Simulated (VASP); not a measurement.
AlSi16 (a cell with a defect): single point with PBE

AlSi16 (a cell with a defect):

```
CELL_PARAMETERS angstrom
0.00000 5.43000 5.43000
5.43000 0.00000 5.43000
5.43000 5.43000 0.00000
ATOMIC_POSITIONS crystal
Si 0.98757 0.00213 0.00555
Si 0.10958 0.12424 0.14247
Si 0.98865 0.00384 0.50417
Si 0.10964 0.12418 0.62453
Si 0.98754 0.50526 0.00558
Si 0.11810 0.62736 0.12769
Si 0.98760 0.50521 0.50248
Si 0.10961 0.64215 0.62456
Si 0.49042 0.00221 0.00566
Si 0.61281 0.13252 0.12772
Si 0.49048 0.00216 0.50247
Si 0.62694 0.12441 0.62470
Si 0.48924 0.50365 0.00396
Si 0.61278 0.62746 0.12775
Si 0.49045 0.50537 0.50250
Si 0.61284 0.62740 0.63284
Al 0.23864 0.25385 0.75416
```

```yaml
Program: VASP 6.6.1
Task: single point
Functional: PBE
Potentials_or_basis: VASP PAW PBE potentials, release 64 (Si, Al)
Cutoff: 520 eV
k_mesh: 2 × 2 × 2
Occupations: gaussian, width 0.05 eV
Spin: collinear spin, zero start
Starting_moments: "[0.0, 0.0, 0.0, 0.0, 0.0, 0.0, 0.0, 0.0, 0.0, 0.0, 0.0, 0.0, 0.0, 0.0, 0.0, 0.0, 0.0] μB"
```

* Pressure: 5.4 GPa
* Largest force: 0.022 eV/Å
* Net moment: 0.00 μB per cell
* Valence electrons inside the program's atomic spheres: Si 1.67, 1.71, 1.75, 1.70 (each value once); Al 0.84

Forces on the atoms (eV/Å):
```
Si  -0.001  0.002  0.011
Si  -0.009 -0.018  0.009
Si  -0.001  0.002  0.002
Si   0.018  0.006  0.007
Si  -0.013  0.001  0.000
Si   0.003 -0.003 -0.003
Si  -0.002  0.010  0.002
Si  -0.009  0.008 -0.018
Si  -0.005 -0.013  0.004
Si  -0.003  0.003 -0.004
Si   0.014  0.005  0.005
Si   0.011 -0.012 -0.011
Si   0.002  0.000 -0.001
Si   0.003  0.004  0.003
Si  -0.005  0.004 -0.013
Si  -0.003 -0.004  0.003
Al  -0.001  0.004  0.003
```

Levels at points of the mesh, in eV from the Fermi level:
Spin up:
| k point | band 29 | band 30 | band 31 | band 32 | band 33 | band 34 | band 35 | band 36 | band 37 | band 38 |
| --- | --- | --- | --- | --- | --- | --- | --- | --- | --- | --- |
| (0.00, 0.00, 0.00) | -1.75 | -1.75 | -0.75 | -0.75 | -0.75 | -0.22 | -0.22 | -0.22 | 0.00 | 0.00 |
| (0.50, 0.00, 0.00) | -1.57 | -1.57 | -1.41 | -1.41 | -0.61 | 0.22 | 0.54 | 0.54 | 0.87 | 0.87 |
| (0.00, 0.50, 0.00) | -1.58 | -1.57 | -1.41 | -1.41 | -0.61 | 0.22 | 0.54 | 0.55 | 0.87 | 0.87 |
| (0.00, 0.00, 0.50) | -1.58 | -1.57 | -1.41 | -1.41 | -0.61 | 0.22 | 0.54 | 0.55 | 0.87 | 0.87 |
| (0.50, 0.50, 0.50) | -1.58 | -1.57 | -1.41 | -1.41 | -0.61 | 0.22 | 0.54 | 0.54 | 0.87 | 0.87 |
| (0.50, 0.50, 0.00) | -2.15 | -2.03 | -2.03 | -1.90 | -0.25 | 0.19 | 1.09 | 1.40 | 1.40 | 1.45 |
| (0.00, 0.50, 0.50) | -2.15 | -2.03 | -2.03 | -1.90 | -0.25 | 0.19 | 1.09 | 1.40 | 1.40 | 1.45 |
| (0.50, 0.00, 0.50) | -2.15 | -2.03 | -2.03 | -1.90 | -0.26 | 0.19 | 1.09 | 1.40 | 1.40 | 1.45 |
Spin down:
```
           k point  band 30  band 31  band 32  band 33  band 34  band 35  band 36  band 37
(0.00, 0.00, 0.00)    -1.75    -0.75    -0.75    -0.75    -0.22    -0.22    -0.22     0.00
(0.50, 0.00, 0.00)    -1.57    -1.41    -1.41    -0.61     0.22     0.54     0.54     0.87
(0.00, 0.50, 0.00)    -1.57    -1.41    -1.41    -0.61     0.22     0.54     0.54     0.87
(0.00, 0.00, 0.50)    -1.57    -1.41    -1.41    -0.61     0.22     0.54     0.55     0.87
(0.50, 0.50, 0.50)    -1.57    -1.41    -1.41    -0.61     0.22     0.54     0.54     0.87
(0.50, 0.50, 0.00)    -2.03    -2.03    -1.90    -0.25     0.19     1.09     1.40     1.40
(0.00, 0.50, 0.50)    -2.03    -2.03    -1.90    -0.25     0.19     1.09     1.40     1.40
(0.50, 0.00, 0.50)    -2.03    -2.03    -1.90    -0.26     0.19     1.09     1.40     1.40
```

It took 9.3 min on 1 thread of Intel(R) Xeon(R) Platinum 8259CL CPU @ 2.50GHz (Skylake/Cascade Lake), with other jobs on the host, peak memory 0.7 GiB.

Caveat: the k points lie up to 0.50 Å⁻¹ apart; no moment was typed at the start, so none could form.
